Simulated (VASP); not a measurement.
CoPdO2, 4 atoms in the cell. The structure is trigonal, space group R-3m (No. 166). Conventional cell: a = 2.863 Å, b = 2.863 Å, c = 17.873 Å, α = 90.00°, β = 90.00°, γ = 120.00°. Pd (site symmetry -3m) has 2 O at 2.01 Å within 2.7 Å. Co (site symmetry -3m) has 6 O at 1.92 Å within 2.5 Å. Within 2.6 Å of O (site symmetry 3m) lie 3 Co at 1.92 Å and 1 Pd at 2.01 Å and 3 O at 2.55 Å. 

* Program: VASP 6.6.1
* Task: single point
* Functional: LDA
* Potentials or basis: VASP PAW LDA potentials, release 64 (Pd, Co, O)
* Cutoff: 520 eV
* k mesh: 8 × 8 × 8
* Occupations: fermi-dirac, width 0.05 eV
* Spin: non-collinear spin, typed start, spin-orbit coupling
* Starting moments: [[0.0, 0.0, 0.0], [1.414, 1.414, 0.0], [0.0, 0.0, 0.0], [0.0, 0.0, 0.0]] μB
* Dipole correction: no
* Further INCAR settings: ALGO = Fast; EDIFF = 1e-06; NBANDS = 45

Potentials or basis: VASP PAW LDA potentials, release 64 (Pd, Co, O).

Command:

```sh
$ cat potpaw_LDA.64/Pd/POTCAR potpaw_LDA.64/Co/POTCAR potpaw_LDA.64/O/POTCAR > POTCAR
$ mpirun -np 1 vasp_ncl > vasp.out
```

Hardware: 1 thread of Oxide Virtual Turin-like Processor (shared host).

Question: Estimate the wall time of this run.

Answer: It took 98 min on 1 thread of Oxide Virtual Turin-like Processor, on a shared host, peak memory 1 GiB. Counts: scf iterations 17, k points 260.
